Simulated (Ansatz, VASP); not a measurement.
**WS2 in VASP and in Ansatz**

File POSCAR:

```
WS2
1.0
    1.5274864866      0.8818947343      6.5478538018
   -1.5274864866      0.8818947343      6.5478538018
    0.0000000000     -1.7637894685      6.5478538018
W S
1 2
Direct
    0.9993259061      0.9993259061      0.9993259061
    0.7453559600      0.7453559600      0.7453559600
    0.5866181338      0.5866181338      0.5866181338
```

The input INCAR.step1:

```
SYSTEM = WS2
ALGO     = Normal         ! electronic algorithm
EDIFF    = 1E-4           ! SCF threshold, eV
ENCUT    = 520            ! plane-wave cutoff, eV
GGA      = PE             ! functional
ISMEAR   = 0              ! smearing method
LASPH    = .True.         ! aspherical terms in the spheres
LCHARG   = .False.        ! write CHGCAR
LREAL    = .False.        ! projectors in reciprocal space
LWAVE    = .True.         ! write WAVECAR
NBANDS   = 20             ! bands
NELM     = 80             ! most SCF steps
PREC     = Accurate       ! precision mode
SIGMA    = 0.05           ! smearing width, eV
```

INCAR.step2

```
SYSTEM = WS2
ALGO     = Normal         ! electronic algorithm
EDIFF    = 1E-7           ! SCF threshold, eV
ENCUT    = 520            ! plane-wave cutoff, eV
ISIF     = 2              ! what is computed and relaxed
ISMEAR   = 0              ! smearing method
ISTART   = 1            
LASPH    = .True.         ! aspherical terms in the spheres
LCHARG   = .False.        ! write CHGCAR
LMIXTAU  = .True.       
LREAL    = .False.        ! projectors in reciprocal space
LWAVE    = .False.        ! write WAVECAR
METAGGA  = R2SCAN         ! meta-GGA
NBANDS   = 20             ! bands
NELM     = 80             ! most SCF steps
PREC     = Accurate       ! precision mode
SIGMA    = 0.05           ! smearing width, eV
```

KPOINTS

```
k-points
0
Gamma
  12 12 12
  0 0 0
```

Input for Ansatz:

```yaml
crystal:
  lattice:
    - [1.5274864866, 0.8818947343, 6.5478538018]
    - [-1.5274864866, 0.8818947343, 6.5478538018]
    - [0.0, -1.7637894685, 6.5478538018]
  atoms:
    - { symbol: W, position: [0.9993259061, 0.9993259061, 0.9993259061] }
    - { symbol: S, position: [0.74535596, 0.74535596, 0.74535596] }
    - { symbol: S, position: [0.5866181338, 0.5866181338, 0.5866181338] }
basis:
  ecutwfc: 500
kpoints:
  mp_grid: { grid: [12, 12, 12] }
hamiltonian:
  xc: r2scan
scf:
  occupations: { method: gaussian, width: 0.05 }
output:
  forces: true
  stress: true
  eigenvalues: true
```

Change from the starting cell: strain -0.040 along x and y, +0.000 along z, atoms carried along.

Alike in both runs: task single point; functional r2SCAN; k mesh 12 × 12 × 12; occupations gaussian, width 0.05 eV; no spin polarisation.

```csv
,VASP,Ansatz
version,VASP 6.6.1,Ansatz 0.2.0
potentials or method,"VASP PAW PBE potentials, release 64 (W_sv, S), cutoff 520 eV","scalar-relativistic, plane waves, PAW"
valence electrons in the cell,26,26
```

```csv
,VASP,Ansatz,Ansatz less VASP
gap on the k mesh at the Fermi level (eV),1.58,1.57,-0.011
least direct gap on the mesh (eV),2.45,2.45,-0.004
pressure (GPa),15.2,14.9,-0.27
"traceless stress, the component that is largest in VASP (GPa)",-5.02,-4.95,+0.075
rms of the force components (eV/Å),0.499,0.485,-0.0137
```

VASP's potentials were made for PBE, not for r2SCAN. Atom by atom the forces differ by 0.014 eV/Å (rms over components). With one functional, cell and mesh, what is left measures potentials, basis and numerics.

Spin-orbit coupling is off throughout.
